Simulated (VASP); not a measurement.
Input of a VASP 6.6.1 run:

The input INCAR:

```
PREC = Accurate
ENCUT = 500
EDIFF = 1E-7
ISMEAR = 0
SIGMA = 0.2
LREAL = False
LASPH = True
NELM = 200
ALGO = Normal
ISIF = 3
LWAVE = False
LCHARG = False
GGA = PE
IBRION = 2
NSW = 36
EDIFFG = -0.08
GGA_COMPAT = False
NELMIN = 4
LMAXMIX = 6
```

KPOINTS

```
Automatic mesh
0
Gamma
  4 4 4
```

File POSCAR:

```
Nd2H3
1.0
   -3.2126208800      3.2594882900      4.2671445900
    3.2126208800     -3.2594882900      4.2671445900
    3.2126208800      3.2594882900     -4.2671445900
Nd H
4 6
Direct
    0.2693786700      0.7187152100      0.9880938800
    0.2693786700      0.2812847900      0.5506634600
    0.7306213300      0.2812847900      0.0119061200
    0.7306213300      0.7187152100      0.4493365400
    0.4857269100      0.1413070800      0.3444198300
    0.2031127600      0.8586929200      0.3444198300
    0.7968872400      0.1413070800      0.6555801700
    0.5142730900      0.8586929200      0.6555801700
    0.0000000000      0.5000000000      0.5000000000
    0.5000000000      0.0000000000      0.5000000000
```

Potentials or basis: VASP PAW PBE potentials, release 64 (Nd_3, H), 4f in core.

Launch:

```bash
$ cat potpaw_PBE.64/Nd_3/POTCAR potpaw_PBE.64/H/POTCAR > POTCAR
$ mpirun -np 1 vasp_std > vasp.out
```

(1) Estimate the relaxed volume.

(2) Estimate the band gap on the k mesh.

(3) Predict the relaxed cell.

Answers

(1) 16.76 Å³/atom.

(2) zero (bands 25 and 26 overlap by 1.62 eV).

(3) a = 6.038 Å, b = 6.038 Å, c = 6.038 Å, α = 116.13°, β = 105.18°, γ = 107.32°.

Caveat: spin-orbit coupling is left out, which moves the levels of the heavy elements; the 4f electrons are frozen in the core, so they carry no moment and show no levels.
